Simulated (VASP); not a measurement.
# Ir in VASP: notebook

Ir is run at these levels: PBE; tasks: single point.

Program: VASP 6.6.1. These are calculated values, not measurements. Logs are shortened: lines on timing, memory, paths and dates and some standing lists are left out, and cuts for length are marked.

### 1 The cell of the first run

It takes space group I4/mmm (No. 139, tetragonal). The conventional cell has a = 2.737 Å, b = 2.737 Å, c = 3.290 Å, α = 90.00°, β = 90.00°, γ = 90.00°. Ir (site symmetry 4/mmm) has 14 Ir at 2.54 to 3.29 Å within 3.4 Å.

### 2 Single point, PBE (engineering shear strain xy +0.0000, normal strain along z -0.1500)

Input file INCAR:

```
PREC = Accurate
ENCUT = 520
EDIFF = 1E-6
ISMEAR = 0
SIGMA = 0.15
LREAL = F
LASPH = T
NELM = 60
ALGO = Fast
ISIF = 2
LWAVE = F
LCHARG = T
GGA = PE
LELF = T
LVHAR = T
NBANDS = 10
```

Input file KPOINTS:

```
Automatic mesh
0
Gamma
  20 20 20
```

Input file POSCAR:

```
Ir
1.0
    0.0000000000      1.9351816027      1.6449043623
    1.9351816027      0.0000000000      1.6449043623
    1.9351816027      1.9351816027      0.0000000000
Ir
1
Direct
    0.0000000000      0.0000000000      0.0000000000
```

Potentials or basis: VASP PAW PBE potentials, release 64 (Ir).

Launch:

```sh
$ cat potpaw_PBE.64/Ir/POTCAR > POTCAR
$ mpirun -np 1 vasp_std > vasp.out
```

OUTCAR:

```text
PREC = Accurate
   ENCUT = 520
   EDIFF = 1E-6
   ISMEAR = 0
   LREAL = F
   LASPH = T
   NELM = 60
   ISIF = 2
   GGA = PE

 ion  position               nearest neighbor table
   1  0.000  0.000  0.000-

  LATTYP: Found a body centered tetragonal cell.
 ALAT       =     2.7367600682
 C/A-ratio  =     1.2020815280

  Lattice vectors:

 A1 = (   0.0000000000,  -1.9351816027,  -1.6449043623)
 A2 = (   0.0000000000,   1.9351816027,  -1.6449043623)
 A3 = (   1.9351816027,   0.0000000000,   1.6449043623)

Analysis of symmetry for initial positions (statically):
=====================================================================
 Subroutine PRICEL returns:
 Original cell was already a primitive cell.

 Routine SETGRP: Setting up the symmetry group for a
 body centered tetragonal supercell.

 Subroutine GETGRP returns: Found 16 space group operations
 (whereof 16 operations were pure point group operations)
 out of a pool of 16 trial point group operations.

The static configuration has the point symmetry D_4h.

Analysis of symmetry for dynamics (positions and initial velocities):
=====================================================================
 Subroutine PRICEL returns:
 Original cell was already a primitive cell.

 Routine SETGRP: Setting up the symmetry group for a
 body centered tetragonal supercell.

 Subroutine GETGRP returns: Found 16 space group operations
 (whereof 16 operations were pure point group operations)
 out of a pool of 16 trial point group operations.

The dynamic configuration has the point symmetry D_4h.

 Subroutine INISYM returns: Found 16 space group operations
 (whereof 16 operations are pure point group operations),
 and found     1 'primitive' translations

----------------------------------------------------------------------------------------

                                     Primitive cell

  volume of cell :      12.3201

  direct lattice vectors                    reciprocal lattice vectors
     0.000000000  1.935181603  1.644904362    -0.258373684  0.258373684  0.303969040
     1.935181603  0.000000000  1.644904362     0.258373684 -0.258373684  0.303969040
     1.935181603  1.935181603  0.000000000     0.258373684  0.258373684 -0.303969040

  length of vectors
     2.539810662  2.539810662  2.736760068     0.475301061  0.475301061  0.475301061

  position of ions in fractional coordinates (direct lattice)
     0.000000000  0.000000000  0.000000000

  ion indices of the primitive-cell ions
   primitive index   ion index
                 1           1

----------------------------------------------------------------------------------------

 KPOINTS: Automatic mesh

Automatic generation of k-mesh.
 Grid dimensions read from file:
 generate k-points for:   20   20   20

 Generating k-lattice:

  Cartesian coordinates                     Fractional coordinates (reciprocal lattice)
    -0.012918684  0.012918684  0.015198452     0.050000000  0.000000000  0.000000000
     0.012918684 -0.012918684  0.015198452     0.000000000  0.050000000  0.000000000
     0.012918684  0.012918684 -0.015198452     0.000000000  0.000000000  0.050000000

  Length of vectors
     0.023765053  0.023765053  0.023765053

  Shift w.r.t. Gamma in fractional coordinates (k-lattice)
     0.000000000  0.000000000  0.000000000

 Subroutine IBZKPT returns following result:
 ===========================================

 Found    641 irreducible k-points:

 Following reciprocal coordinates:
            Coordinates               Weight
  0.000000  0.000000  0.000000      1.000000
  0.050000  0.000000  0.000000      8.000000
  0.100000  0.000000  0.000000      8.000000
  0.150000  0.000000  0.000000      8.000000
  0.200000  0.000000  0.000000      8.000000
  0.250000  0.000000  0.000000      8.000000
[... 16 lines left out ...]
 -0.400000  0.050000  0.000000      8.000000
 -0.350000  0.050000  0.000000      8.000000
 [... further k-points ...]
   k-points           NKPTS =    641   k-points in BZ     NKDIM =    641   number of bands    NBANDS=     10
   number of dos      NEDOS =    301   number of ions     NIONS =      1
   total plane-waves  NPLWV =   8000
   dimension x,y,z NGX =    20 NGY =   20 NGZ =   20
   dimension x,y,z NGXF=    40 NGYF=   40 NGZF=   40
   ions per type =               1
   NGX,Y,Z   is equivalent  to a cutoff of  13.09, 13.09, 12.15 a.u.
   NGXF,Y,Z  is equivalent  to a cutoff of  26.18, 26.18, 24.30 a.u.
 SYSTEM =  unknown system
   PREC   = accura    normal or accurate (medium, high low for compatibility)
   ISTART =      0    job   : 0-new  1-cont  2-samecut
   ICHARG =      2    charge: 1-file 2-atom 10-const
   ISPIN  =      1    spin polarized calculation?
   LNONCOLLINEAR =      F non collinear calculations
   LSORBIT =      F    spin-orbit coupling
   LASPH  =      T    aspherical Exc in radial PAW
   ENCUT  =  520.0 eV  38.22 Ry    6.18 a.u.   4.72  4.72  5.09*2*pi/ulx,y,z
   NELM   =     60;   NELMIN=  2; NELMDL= -5     # of ELM steps
   EDIFF  = 0.1E-05   stopping-criterion for ELM
   LREAL  =      F    real-space projection
   EDIFFG = 0.1E-04   stopping-criterion for IOM
   NSW    =      0    number of steps for IOM
   IBRION =     -1    ionic relax: 0-MD 1-quasi-New 2-CG
   NFREE  =      0    steps in history (QN), initial steepest desc. (CG)
   ISIF   =      2    stress and relaxation
   ISYM   =      2    0-nonsym 1-usesym 2-fastsym
   POTIM  = 0.5000    time-step for ionic-motion
   TEBEG  =    0.0;   TEEND  =   0.0 temperature during run
   PSTRESS=    0.0 pullay stress
   NELECT =       9.0000    total number of electrons
   NUPDOWN=      -1.0000    fix difference up-down
   EMIN   =  10.00;   EMAX   =-10.00  energy-range for DOS
   EFERMI =   0.00;   METHOD = LEGACY
   ISMEAR =     0;   SIGMA  =   0.15  broadening in eV -4-tet -1-fermi 0-gaus
   EFERMI_NEDOS =   21; number of points for ismear=-14 and -15
   IALGO  =     68    algorithm
   IMIX   =      4    mixing-type and parameters
     AMIX     =   0.40;   BMIX     =  1.00
     AMIX_MAG =   1.60;   BMIX_MAG =  1.00
  volume/ion in A,a.u.               =      12.32        83.14
  Fermi-wavevector in a.u.,A,eV,Ry     =   1.474408  2.786227 29.577413  2.173878
  Thomas-Fermi vector in A             =   2.589183
   LORBIT       =      0    0 simple, 1 ext, 2 COOP (PROOUT), +10 PAW based schemes
   GGA     = PE    functional components
   LHFCALC =     F    Hartree Fock is set to
   AEXX    =    0.0000 exact exchange contribution
   IVDW    =     0    specifies the selected vdW correction
   LEPSILON=     F    determine dielectric tensor
   LRPA    =     F    only Hartree local field effects (RPA)
 non-spin polarized calculation
 RMM-DIIS sequential band-by-band and
 Gauss-broadening in eV      SIGMA  =   0.15
  energy-cutoff  :      520.00
  volume of cell :       12.32
 maximum number of plane-waves:       344
   NGX =  9   NGY =  9   NGZ = 11

 number of electron       9.0000001 magnetization

 Free energy of the ion-electron system (eV)
  ---------------------------------------------------
  ext. energy  EPLUGINS =         0.00000000
  ---------------------------------------------------
  free energy    TOTEN  =        -8.02698278 eV

  energy without entropy =       -8.01797607  energy(sigma->0) =       -8.02247942

 E-fermi :  12.8655     XC(G=0): -14.8168

 val. band max:       12.8607704524   @ k =   0.3500   0.2500   0.0000
 cond. band min:      12.8698603841   @ k =   0.4500   0.0500   0.1000
 fundamental gap:      0.0090899317
 Fermi energy:        12.8654625358

 k-point     1 :       0.0000    0.0000    0.0000
  band No.  band energies     occupation
      1       0.3129      2.00000
      2       7.7153      2.00000
      3       7.7153      2.00000
      4       9.8034      2.00000
      5       9.8942      2.00000
      6      12.6510      1.95687
      7      27.4724      0.00000
      8      31.3604      0.00000
      9      31.3604      0.00000
     10      38.5835      0.00000

 k-point     2 :       0.0500    0.0000    0.0000
  band No.  band energies     occupation
      1       0.4446      2.00000
      2       7.7111      2.00000
      3       7.7672      2.00000
      4       9.7991      2.00000
      5       9.8653      2.00000
      6      12.5889      1.99088
      7      27.7062      0.00000
      8      31.3303      0.00000
      9      31.5735      0.00000
     10      37.4663      0.00000

 k-point     3 :       0.1000    0.0000    0.0000
  band No.  band energies     occupation
      1       0.8267      2.00000
      2       7.6837      2.00000
      3       7.8804      2.00000
      4       9.8140      2.00000
      5       9.8359      2.00000
      6      12.4285      1.99996
      7      28.3427      0.00000
      8      31.0754      0.00000
      9      32.1993      0.00000
     10      36.6464      0.00000

 k-point     4 :       0.1500    0.0000    0.0000
  band No.  band energies     occupation
      1       1.4152      2.00000
      2       7.6173      2.00000
      3       7.9357      2.00000
      4       9.8118      2.00000
      5      10.0495      2.00000
      6      12.2354      2.00000
      7      29.1031      0.00000
      8      30.4675      0.00000
      9      33.2010      0.00000
     10      36.8013      0.00000

 k-point     5 :       0.2000    0.0000    0.0000
  band No.  band energies     occupation
      1       2.1197      2.00000
      2       7.5701      2.00000
      3       7.8394      2.00000
      4       9.8815      2.00000
      5      10.5503      2.00000
      6      12.0966      2.00000
      7      28.8263      0.00000
      8      30.4716      0.00000
      9      34.5249      0.00000
     10      37.6272      0.00000

 k-point     6 :       0.2500    0.0000    0.0000
  band No.  band energies     occupation
      1       2.7828      2.00000
      2       7.6249      2.00000
      3       7.7132      2.00000
      4       9.9607      2.00000
      5      11.3093      2.00000
      6      12.1035      2.00000
      7      27.6996      0.00000
      8      30.5059      0.00000
      9      36.1029      0.00000
     10      37.8888      0.00000

 k-point     7 :       0.3000    0.0000    0.0000
  band No.  band energies     occupation
      1       3.2204      2.00000
      2       7.3693      2.00000
      3       8.2414      2.00000
      4       9.9845      2.00000
      5      12.2304      2.00000
      6      12.2999      2.00000
      7      26.4707      0.00000
      8      29.5460      0.00000
      9      37.7764      0.00000
     10      38.5766      0.00000

 k-point     8 :       0.3500    0.0000    0.0000
  band No.  band energies     occupation
      1       3.3806      2.00000
      2       7.1287      2.00000
      3       9.1316      2.00000
      4      10.0061      2.00000
      5      12.6295      1.97392
      6      13.2047      0.00138
      7      25.1660      0.00000
      8      28.1796      0.00000
      9      36.2845      0.00000
     10      38.2841      0.00000

 k-point     9 :       0.4000    0.0000    0.0000
  band No.  band energies     occupation
      1       3.3754      2.00000
      2       6.9372      2.00000
      3       9.6586      2.00000
      4      10.5862      2.00000
      5      12.9732      0.30993
      6      14.0990      0.00000
      7      23.7795      0.00000
      8      27.0788      0.00000
      9      34.5185      0.00000
     10      37.0464      0.00000
[... 118 lines left out ...]
 k-point    19 :       0.4000    0.0500    0.0000
  band No.  band energies     occupation
      1       3.4993      2.00000
      2       7.1007      2.00000
      3       9.6535      2.00000
      4       9.7822      2.00000
      5      13.1223      0.01547
      6      14.1754      0.00000
      7      24.0340      0.00000
      8      27.6872      0.00000
      9      34.1441      0.00000
     10      37.3711      0.00000

 k-point    20 :       0.4500    0.0500    0.0000
  band No.  band energies     occupation
      1       3.4480      2.00000
      2       6.9603      2.00000
      3       9.5870      2.00000
      4      10.6340      2.00000
      5      13.7659      0.00000
      6      14.7858      0.00000
      7      22.7620      0.00000
      8      26.9135      0.00000
      9      33.0762      0.00000
     10      36.2972      0.00000

 k-point    21 :       0.5000    0.0500    0.0000
  band No.  band energies     occupation
      1       3.4180      2.00000
      2       6.8958      2.00000
      3       9.4415      2.00000
      4      11.2682      2.00000
      5      14.0920      0.00000
      6      14.9776      0.00000
      7      22.0670      0.00000
      8      26.5934      0.00000
      9      32.7419      0.00000
     10      35.7133      0.00000

 k-point    22 :      -0.4500    0.0500    0.0000
  band No.  band energies     occupation
      1       3.4352      2.00000
      2       6.9139      2.00000
      3       9.3345      2.00000
      4      11.3328      2.00000
      5      13.9256      0.00000
      6      14.6860      0.00000
      7      22.3966      0.00000
      8      26.6565      0.00000
      9      33.2324      0.00000
     10      35.6751      0.00000

 k-point    23 :      -0.4000    0.0500    0.0000
  band No.  band energies     occupation
      1       3.4845      2.00000
      2       7.0146      2.00000
      3       9.2456      2.00000
      4      10.7370      2.00000
      5      13.5664      0.00000
      6      13.9926      0.00000
      7      23.5880      0.00000
      8      27.0799      0.00000
      9      34.4665      0.00000
     10      36.1206      0.00000

 k-point    24 :      -0.3500    0.0500    0.0000
  band No.  band energies     occupation
      1       3.5066      2.00000
      2       7.1910      2.00000
      3       9.0006      2.00000
      4       9.9528      2.00000
      5      13.0625      0.06327
      6      13.2219      0.00078
      7      25.1596      0.00000
      8      27.8860      0.00000
      9      36.2530      0.00000
     10      36.7778      0.00000

 [... further k-points ...]
[... 5 lines left out ...]
  --------------------------------------------------------------------------------------
  -------------------------------------------------------------------------------------
  Total        5.4152930      5.4152930     10.6762116      0.0000000     -0.0000000      0.0000000
  in kB      704.2363599    704.2363599   1388.3969613      0.0000000     -0.0000000      0.0000000
  external PRESSURE =     932.2898937 kB  Pullay stress =       0.0000000 kB

 VOLUME and BASIS-vectors are now :
 -----------------------------------------------------------------------------
  energy-cutoff  :      520.00
  volume of cell :       12.32
      direct lattice vectors                 reciprocal lattice vectors
     0.000000000  1.935181603  1.644904362    -0.258373684  0.258373684  0.303969040
     1.935181603  0.000000000  1.644904362     0.258373684 -0.258373684  0.303969040
     1.935181603  1.935181603  0.000000000     0.258373684  0.258373684 -0.303969040

 POSITION                                       TOTAL-FORCE (eV/Angst)
 -----------------------------------------------------------------------------------
      0.00000      0.00000      0.00000         0.000000      0.000000     -0.000000
 -----------------------------------------------------------------------------------
    total drift:                                0.000000      0.000000      0.000000

  FREE ENERGIE OF THE ION-ELECTRON SYSTEM (eV)
  ---------------------------------------------------
  free  energy   TOTEN  =        -8.0269827760 eV

  energy  without entropy=       -8.0179760691  energy(sigma->0) =       -8.02247942
```

Run time: 2.3 min. Hardware: 1 thread of Intel Xeon 8259CL, shared host; peak memory 0.2 GiB.

Results:

| Property | Result |
| --- | --- |
| Free energy | -8.0270 eV |
| Pressure | 93.2 GPa |
| Band gap on the k mesh | zero (an odd number of electrons rules out a gap without spin polarisation) |

Levels at points of the mesh, in eV from the Fermi level:
```
           k point  band 2  band 3  band 4  band 5  band 6  band 7
(0.00, 0.00, 0.00)   -5.15   -5.15   -3.06   -2.97   -0.21   14.61
(0.50, 0.00, 0.00)   -6.09   -3.20   -0.86    0.42    2.12    9.23
(0.50, 0.50, 0.00)   -9.12    1.28    2.07    2.07    4.70   10.55
(0.50, 0.00, 0.50)   -8.46    0.66    0.74    0.78    2.86   11.26
```

Caveat: the cell differs from its parent crystal (engineering shear strain xy +0.0000, normal strain along z -0.1500); the cell stands under pressure; spin-orbit coupling is left out, which moves the levels of the heavy elements.

### 3 Single point, PBE (engineering shear strain xy +0.0000, normal strain along z -0.1125)

Input file INCAR:

```
PREC = Accurate
ENCUT = 520
EDIFF = 1E-6
ISMEAR = 0
SIGMA = 0.15
LREAL = F
LASPH = T
NELM = 80
ALGO = Fast
ISIF = 2
LWAVE = F
LCHARG = F
GGA = PE
NBANDS = 10
```

KPOINTS is that of step 2.

Input file POSCAR:

```
Ir
1.0
    0.0000000000      1.9351816027      1.7174736724
    1.9351816027      0.0000000000      1.7174736724
    1.9351816027      1.9351816027      0.0000000000
Ir
1
Direct
    0.0000000000      0.0000000000      0.0000000000
```

Potentials or basis: VASP PAW PBE potentials, release 64 (Ir).

Launch:

```sh
$ cat potpaw_PBE.64/Ir/POTCAR > POTCAR
$ mpirun -np 1 vasp_std > vasp.out
```

It took 1.8 min on 1 thread of Intel Xeon 8259CL, shared host; peak memory 0.2 GiB.

The run converged. Its results:

| Quantity | Value |
| --- | --- |
| Free energy | -8.4218 eV |
| Pressure | 60.7 GPa |
| Band gap on the k mesh | zero (an odd number of electrons rules out a gap without spin polarisation) |

Stress tensor (GPa, compression positive):
```
43.87  0.00  0.00
 0.00 43.87  0.00
 0.00  0.00 94.45
```

Levels at points of the mesh, in eV from the Fermi level:
```tsv
k point	band 2	band 3	band 4	band 5	band 6	band 7
(0.00, 0.00, 0.00)	-4.82	-4.82	-3.24	-2.49	-0.38	14.44
(0.50, 0.00, 0.00)	-5.45	-3.48	-0.86	0.57	1.72	8.54
(0.50, 0.50, 0.00)	-8.53	1.10	1.89	1.89	3.77	10.80
(0.50, 0.00, 0.50)	-8.15	0.89	0.93	0.96	2.49	10.92
```

Caveat: the cell differs from its parent crystal (engineering shear strain xy +0.0000, normal strain along z -0.1125); the cell stands under pressure; spin-orbit coupling is left out, which moves the levels of the heavy elements.

### 4 Single point, PBE (engineering shear strain xy +0.0000, normal strain along z -0.0750)

Input file INCAR:

```
SYSTEM = Ir
PREC     = Accurate       ! precision mode
ENCUT    = 520            ! plane-wave cutoff, eV
EDIFF    = 1E-7           ! SCF threshold, eV
ISMEAR   = 0              ! smearing method
SIGMA    = 0.15           ! smearing width, eV
LREAL    = .False.        ! projectors in reciprocal space
LASPH    = .True.         ! aspherical terms in the spheres
NELM     = 60             ! most SCF steps
ALGO     = Normal         ! electronic algorithm
ISIF     = 2              ! what is computed and relaxed
LWAVE    = .False.        ! write WAVECAR
LCHARG   = .False.        ! write CHGCAR
GGA      = PE             ! functional
NBANDS   = 10             ! bands
```

Input file KPOINTS:

```
Automatic mesh
0
Gamma
  20 20 20
  0 0 0
```

Input file POSCAR:

```
Ir
1.0
    0.0000000000      1.9351816027      1.7900429825
    1.9351816027      0.0000000000      1.7900429825
    1.9351816027      1.9351816027      0.0000000000
Ir
1
Direct
    0.0000000000      0.0000000000      0.0000000000
```

Launch:

```sh
$ cat potpaw_PBE.64/Ir/POTCAR > POTCAR
$ mpirun -np 1 vasp_std > vasp.out
```

It took 98 s on 1 thread of Intel Xeon 8259CL, shared host; peak memory 0.21 GiB.

It converged, with:

| Quantity | Value |
| --- | --- |
| Free energy | -8.6769 eV |
| Pressure | 35.5 GPa |
| Band gap on the k mesh | zero (an odd number of electrons rules out a gap without spin polarisation) |

Stress tensor (GPa, compression positive):
```
24.86  0.00  0.00
 0.00 24.86  0.00
 0.00  0.00 56.77
```

Levels at points of the mesh, in eV from the Fermi level:
```tsv
k point	band 2	band 3	band 4	band 5	band 6	band 7
(0.00, 0.00, 0.00)	-4.46	-4.46	-3.44	-1.98	-0.61	14.36
(0.50, 0.00, 0.00)	-4.86	-3.66	-0.83	0.70	1.38	7.95
(0.50, 0.50, 0.00)	-7.99	0.97	1.73	1.73	2.97	11.07
(0.50, 0.00, 0.50)	-7.80	0.93	1.12	1.19	2.12	10.64
```

Caveat: the cell differs from its parent crystal (engineering shear strain xy +0.0000, normal strain along z -0.0750); the cell stands under pressure; spin-orbit coupling is left out, which moves the levels of the heavy elements.

[end of part 1 of 2]
